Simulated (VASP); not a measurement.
GeBr:

```
Ge Br
1.0
     4.89341    0.00000    0.00000
    -2.44671    4.23782    0.00000
     0.00000    0.00000    5.44052
Ge Br
2 2
Direct
  0.00000 0.00000 0.00000
  0.00000 0.00000 0.50000
  0.33333 0.66667 0.75000
  0.66667 0.33333 0.25000
```

| Quantity | Value |
| --- | --- |
| Program | VASP 6.6.1 |
| Task | relaxation of cell and atoms |
| Functional | PBE |
| Potentials or basis | VASP PAW PBE potentials, release 64 (Ge_d, Br) |
| Cutoff | 600 eV |
| k mesh | 12 × 12 × 8 |
| Occupations | gaussian, width 0.1 eV |
| Spin | no spin polarisation |

At the start: pressure -0.0 GPa; volume 28.21 Å³/atom.

Problem. How do energy, volume and symmetry change on relaxing?

Solution. Over 5 steps the energy falls by 3.8 meV/atom and the volume is 28.05 Å³/atom (-0.6 %); space group P6_3/mmc (No. 194, to 0.1 Å) before and after.

The path:
| step | energy change (eV) | largest force (eV/Å) | pressure (GPa) | volume (Å³) |
| --- | --- | --- | --- | --- |
| 1 | 0.0000 | 0.0000 | -0.03 | 112.82 |
| 2 | -0.0092 | 0.0000 | -0.06 | 112.73 |
| 3 | -0.0150 | 0.0000 | -0.06 | 112.58 |
| 4 | -0.0151 | 0.0000 | -0.09 | 112.55 |
| 5 | -0.0152 | 0.0000 | -0.03 | 112.19 |

Final structure:
```
Ge Br
1.0
     4.82463    0.00000    0.00000
    -2.41231    4.17825    0.00000
     0.00000    0.00000    5.56535
Ge Br
2 2
Cartesian
  -2.4123 4.1783 0.0000
  -2.4123 4.1783 2.7827
  0.0000 2.7855 4.1740
  2.4123 1.3927 1.3913
```
